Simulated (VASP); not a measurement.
# LiSi16 (a cell with a defect) in VASP: a series of runs, part 2 of 2

VASP 6.6.1. The steps go on from the part before.

**4. Single point, r2SCAN**

POSCAR reads:

```
LiSi16
1.0
    0.0000000000      5.4300000000      5.4300000000
    5.4300000000      0.0000000000      5.4300000000
    5.4300000000      5.4300000000      0.0000000000
Si Li
16 1
Direct
   -0.0049837937      0.0002445672      0.0004259669
    0.1052441068      0.1315404236      0.1317266114
   -0.0049887661      0.0002445672      0.5045517495
    0.1276077348      0.1190436464      0.6267909761
   -0.0049831492      0.5043645488      0.0004260589
    0.1276036832      0.6266093923      0.1192296501
    0.0176728361      0.4940647330      0.4942490792
    0.1276067219      0.6266096685      0.6267910681
    0.4775567219      0.0074355433      0.0076246777
    0.6216857274      0.1211840700      0.1213733886
    0.5041244015     -0.0151360037      0.5056244015
    0.6216826888      0.1211847145      0.6359994475
    0.5041186004      0.5054370166     -0.0149397790
    0.6216858195      0.6358086556      0.1213731123
    0.5041229282      0.5054393186      0.5056238490
    0.6470252302      0.6176103131      0.6178046041
    0.4619119705      0.3459797422      0.3461782689
```

INCAR.step1 reads:

```
SYSTEM = LiSi16
ALGO = Normal
EDIFF = 1E-4
ENCUT = 520
GGA = PE
ISMEAR = 0
LASPH = .True.
LCHARG = .False.
LREAL = Auto
LWAVE = .True.
NBANDS = 48
NELECT = 66.0
NELM = 60
PREC = Accurate
SIGMA = 0.02
```

INCAR.step2 reads:

```
SYSTEM = LiSi16
ALGO = Normal
EDIFF = 1E-6
ENCUT = 520
ISIF = 2
ISMEAR = 0
ISTART = 1
LASPH = .True.
LCHARG = .False.
LMIXTAU = .True.
LREAL = Auto
LWAVE = .False.
METAGGA = R2SCAN
NBANDS = 48
NELECT = 66.0
NELM = 60
PREC = Accurate
SIGMA = 0.02
```

KPOINTS reads:

```
k-points
0
Gamma
  2 2 2
  0 0 0
```

Potentials or basis: VASP PAW PBE potentials, release 64 (Si, Li_sv).

The run is started by

```bash
$ cat potpaw_PBE.64/Si/POTCAR potpaw_PBE.64/Li_sv/POTCAR > POTCAR
$ cp INCAR.step1 INCAR
$ mpirun -np 1 vasp_std > vasp.out
$ cp INCAR.step2 INCAR
$ mpirun -np 1 vasp_std > vasp.out
```

OUTCAR:

```text
SYSTEM = LiSi16
   EDIFF = 1E-6
   ENCUT = 520
   ISIF = 2
   ISMEAR = 0
   ISTART = 1
   LASPH = .True.
   LREAL = Auto
   METAGGA = R2SCAN
   NELECT = 66.0
   NELM = 60
   PREC = Accurate

 ion  position               nearest neighbor table
   1  0.995  0.000  0.000-   2 2.34  10 2.34   4 2.34   6 2.34
   2  0.105  0.132  0.132-   9 2.33   5 2.34   1 2.34   3 2.34
   3  0.995  0.000  0.505-   2 2.34  12 2.34   4 2.34   8 2.34
   4  0.128  0.119  0.627-   3 2.34   1 2.34   7 2.35  11 2.36
   5  0.995  0.504  0.000-   2 2.34  14 2.34   8 2.34   6 2.34
   6  0.128  0.627  0.119-   1 2.34   5 2.34   7 2.35  13 2.36
   7  0.018  0.494  0.494-  16 2.32   6 2.35   8 2.35   4 2.35  17 2.79
   8  0.128  0.627  0.627-   5 2.34   3 2.34   7 2.35  15 2.36
   9  0.478  0.007  0.008-  12 2.33  10 2.33  14 2.33   2 2.33
  10  0.622  0.121  0.121-   9 2.33   1 2.34  11 2.41  13 2.41  17 2.49
  11  0.504  0.985  0.506-  16 2.31  17 2.32   4 2.36  10 2.41  12 2.41
  12  0.622  0.121  0.636-   9 2.33   3 2.34  11 2.41  15 2.41  17 2.49
  13  0.504  0.505  0.985-  16 2.31  17 2.32   6 2.36  14 2.41  10 2.41
  14  0.622  0.636  0.121-   9 2.33   5 2.34  15 2.41  13 2.41  17 2.49
  15  0.504  0.505  0.506-  16 2.31  17 2.32   8 2.36  14 2.41  12 2.41
  16  0.647  0.618  0.618-  11 2.31  15 2.31  13 2.31   7 2.32
  17  0.462  0.346  0.346-  11 2.32  15 2.32  13 2.32  12 2.49  10 2.49  14 2.49   7 2.79

  LATTYP: Found a face centered cubic cell.
 ALAT       =    10.8600000000

  Lattice vectors:

 A1 = (   0.0000000000,   5.4300000000,   5.4300000000)
 A2 = (   5.4300000000,   0.0000000000,   5.4300000000)
 A3 = (   5.4300000000,   5.4300000000,   0.0000000000)

Analysis of symmetry for initial positions (statically):
=====================================================================
 Subroutine PRICEL returns:
 Original cell was already a primitive cell.

 Routine SETGRP: Setting up the symmetry group for a
 face centered cubic supercell.

 Subroutine GETGRP returns: Found  2 space group operations
 (whereof  1 operations were pure point group operations)
 out of a pool of 48 trial point group operations.

The static configuration has the point symmetry C_1 .
 The point group associated with its full space group is C_1h.

Analysis of symmetry for dynamics (positions and initial velocities):
=====================================================================
 Subroutine PRICEL returns:
 Original cell was already a primitive cell.

 Routine SETGRP: Setting up the symmetry group for a
 face centered cubic supercell.

 Subroutine GETGRP returns: Found  2 space group operations
 (whereof  1 operations were pure point group operations)
 out of a pool of 48 trial point group operations.

The dynamic configuration has the point symmetry C_1 .
 The point group associated with its full space group is C_1h.

 Subroutine INISYM returns: Found  2 space group operations
 (whereof  1 operations are pure point group operations),
 and found     1 'primitive' translations

----------------------------------------------------------------------------------------

                                     Primitive cell

  volume of cell :     320.2060

  direct lattice vectors                    reciprocal lattice vectors
[... 75 lines left out ...]
  0.500000  0.000000  0.000000      1.000000
  0.000000  0.500000  0.000000      2.000000
  0.000000  0.000000  0.500000      1.000000
  0.500000  0.500000  0.000000      2.000000
  0.500000  0.000000  0.500000      1.000000
   k-points           NKPTS =      6   k-points in BZ     NKDIM =      6   number of bands    NBANDS=     48
   number of dos      NEDOS =    301   number of ions     NIONS =     17
   total plane-waves  NPLWV = 216000
   dimension x,y,z NGX =    60 NGY =   60 NGZ =   60
   dimension x,y,z NGXF=   120 NGYF=  120 NGZF=  120
   ions per type =              16   1
   NGX,Y,Z   is equivalent  to a cutoff of  12.99, 12.99, 12.99 a.u.
   NGXF,Y,Z  is equivalent  to a cutoff of  25.98, 25.98, 25.98 a.u.
 SYSTEM =  LiSi16
   PREC   = accura    normal or accurate (medium, high low for compatibility)
   ISTART =      1    job   : 0-new  1-cont  2-samecut
   ICHARG =      0    charge: 1-file 2-atom 10-const
   ISPIN  =      1    spin polarized calculation?
   LNONCOLLINEAR =      F non collinear calculations
   LSORBIT =      F    spin-orbit coupling
   LASPH  =      T    aspherical Exc in radial PAW
   ENCUT  =  520.0 eV  38.22 Ry    6.18 a.u.  14.28 14.28 14.28*2*pi/ulx,y,z
   NELM   =     60;   NELMIN=  2; NELMDL=  0     # of ELM steps
   EDIFF  = 0.1E-05   stopping-criterion for ELM
   LREAL  =      T    real-space projection
   EDIFFG = 0.1E-04   stopping-criterion for IOM
   NSW    =      0    number of steps for IOM
   IBRION =     -1    ionic relax: 0-MD 1-quasi-New 2-CG
   NFREE  =      0    steps in history (QN), initial steepest desc. (CG)
   ISIF   =      2    stress and relaxation
   ISYM   =      2    0-nonsym 1-usesym 2-fastsym
   POTIM  = 0.5000    time-step for ionic-motion
   TEBEG  =    0.0;   TEEND  =   0.0 temperature during run
   PSTRESS=    0.0 pullay stress
   NELECT =      66.0000    total number of electrons
   NUPDOWN=      -1.0000    fix difference up-down
   EMIN   =  10.00;   EMAX   =-10.00  energy-range for DOS
   EFERMI =   0.00;   METHOD = LEGACY
   ISMEAR =     0;   SIGMA  =   0.02  broadening in eV -4-tet -1-fermi 0-gaus
   EFERMI_NEDOS =   21; number of points for ismear=-14 and -15
   IALGO  =     38    algorithm
   IMIX   =      4    mixing-type and parameters
     AMIX     =   0.40;   BMIX     =  1.00
     AMIX_MAG =   1.60;   BMIX_MAG =  1.00
  volume/ion in A,a.u.               =      18.84       127.11
  Fermi-wavevector in a.u.,A,eV,Ry     =   0.967044  1.827449 12.723821  0.935174
  Thomas-Fermi vector in A             =   2.096897
   LORBIT       =      0    0 simple, 1 ext, 2 COOP (PROOUT), +10 PAW based schemes
   METAGGA = R2SCAN    functional components
   LHFCALC =     F    Hartree Fock is set to
   AEXX    =    0.0000 exact exchange contribution
   IVDW    =     0    specifies the selected vdW correction
   LEPSILON=     F    determine dielectric tensor
   LRPA    =     F    only Hartree local field effects (RPA)
 non-spin polarized calculation
 Gauss-broadening in eV      SIGMA  =   0.02
  energy-cutoff  :      520.00
  volume of cell :      320.21
 maximum number of plane-waves:      8646
 NGX is ok and might be reduce to    60
   NGX = 29   NGY = 29   NGZ = 29

 number of electron      66.0000000 magnetization

 Free energy of the ion-electron system (eV)
  ---------------------------------------------------
  ext. energy  EPLUGINS =         0.00000000
  ---------------------------------------------------
  free energy    TOTEN  =      -147.50463204 eV

  energy without entropy =     -147.50463204  energy(sigma->0) =     -147.50463204

 E-fermi :   6.0728     XC(G=0):  -9.8959

 val. band max:        5.9605313593   @ k =   0.0000   0.0000   0.0000
 cond. band min:       6.6339911658   @ k =   0.0000   0.0000   0.0000
 fundamental gap:      0.6734598065
 Fermi energy:         6.0727864565

 k-point     1 :       0.0000    0.0000    0.0000
  band No.  band energies     occupation
      1     -42.0942      2.00000
      2      -6.5673      2.00000
      3      -4.2032      2.00000
      4      -4.1452      2.00000
      5      -4.1452      2.00000
      6      -4.1108      2.00000
[... 277 lines left out ...]
     44      10.5353      0.00000
     45      10.5868      0.00000
 [bands above 45 left out]

------------------------ aborting loop because EDIFF is reached ----------------------------------------

  FORCE on cell =-STRESS in cart. coord.  units (eV):
  Direction    XX          YY          ZZ          XY          YZ          ZX
  --------------------------------------------------------------------------------------
  -------------------------------------------------------------------------------------
  Total       -3.6154392     -3.6177711     -3.6154392      0.6872649     -0.6872643      0.6888082
  in kB      -18.0901497    -18.1018173    -18.0901497      3.4387867     -3.4387841      3.4465091
  external PRESSURE =     -18.0940389 kB  Pullay stress =       0.0000000 kB

 VOLUME and BASIS-vectors are now :
 -----------------------------------------------------------------------------
  energy-cutoff  :      520.00
  volume of cell :      320.21
      direct lattice vectors                 reciprocal lattice vectors
     0.000000000  5.430000000  5.430000000    -0.092081031  0.092081031  0.092081031
     5.430000000  0.000000000  5.430000000     0.092081031 -0.092081031  0.092081031
     5.430000000  5.430000000  0.000000000     0.092081031  0.092081031 -0.092081031

 POSITION                                       TOTAL-FORCE (eV/Angst)
 -----------------------------------------------------------------------------------
      0.00364      5.40525      5.40427        -0.009479      0.032926      0.032394
      1.42954      1.28675      1.28574        -0.040890      0.040778      0.040890
      2.74104      8.14263      5.40424        -0.032178      0.010312      0.032178
      4.04988      4.09639      1.33932        -0.038861      0.040105      0.015076
      2.74101      5.40525      8.14164        -0.032394      0.032926      0.009479
      4.04991      1.34030      4.09538        -0.038721      0.016215      0.038721
[... 9 lines left out ...]
      6.70830      6.86803      6.86697        -0.020652      0.021262      0.020652
      3.75842      4.38793      4.38685         0.495715     -0.508240     -0.495715
 -----------------------------------------------------------------------------------
    total drift:                                0.017241     -0.036037     -0.024523

  FREE ENERGIE OF THE ION-ELECTRON SYSTEM (eV)
  ---------------------------------------------------
  free  energy   TOTEN  =      -147.5046320438 eV

  energy  without entropy=     -147.5046320438  energy(sigma->0) =     -147.50463204
```

It took 6.8 min on 1 thread of Intel Xeon Platinum 8559C (Emerald Rapids), shared host; peak memory 0.54 GiB.

What came out:

```yaml
Free_energy: -147.5046 eV
Largest_force: 0.866 eV/Å
```

Forces in eV/Å, atoms in the order of the input:
```
Si  -0.009  0.033  0.032
Si  -0.041  0.041  0.041
Si  -0.032  0.010  0.032
Si  -0.039  0.040  0.015
Si  -0.032  0.033  0.009
Si  -0.039  0.016  0.039
Si   0.009 -0.009 -0.009
Si  -0.015  0.040  0.039
Si  -0.049  0.051  0.049
Si   0.003  0.050  0.049
Si  -0.044  0.046  0.042
Si  -0.049 -0.002  0.049
Si  -0.045  0.043  0.045
Si  -0.049  0.050 -0.003
Si  -0.042  0.046  0.044
Si  -0.021  0.021  0.021
Li   0.496 -0.508 -0.496
```

Levels at points of the mesh, in eV from the Fermi level:
```
           k point  band 30  band 31  band 32  band 33  band 34  band 35  band 36  band 37
(0.00, 0.00, 0.00)    -1.26    -0.16    -0.11    -0.11     0.56     0.73     0.73     0.82
(0.50, 0.00, 0.00)    -0.98    -0.98    -0.88    -0.88     1.39     1.39     1.41     1.81
(0.00, 0.50, 0.00)    -1.00    -0.99    -0.92    -0.89     1.29     1.41     1.58     1.62
(0.00, 0.00, 0.50)    -1.00    -0.99    -0.92    -0.89     1.29     1.41     1.58     1.62
(0.50, 0.50, 0.00)    -1.59    -1.58    -1.52    -1.46     1.10     1.22     2.36     2.45
(0.50, 0.00, 0.50)    -1.59    -1.58    -1.52    -1.46     1.10     1.22     2.36     2.45
```

Caveat: the k points lie up to 0.50 Å⁻¹ apart; the cell carries a net charge on a neutralising background, which shifts energy and pressure; the cell is charged against a uniform background, so pressure and absolute levels hang on convention; the cutoff is under 1.25 times the usual one of these potentials, so pressure, stress and relaxed cells hold a basis-set (Pulay) error; the PAW data sets were made with another functional, which shifts forces and pressure a little.
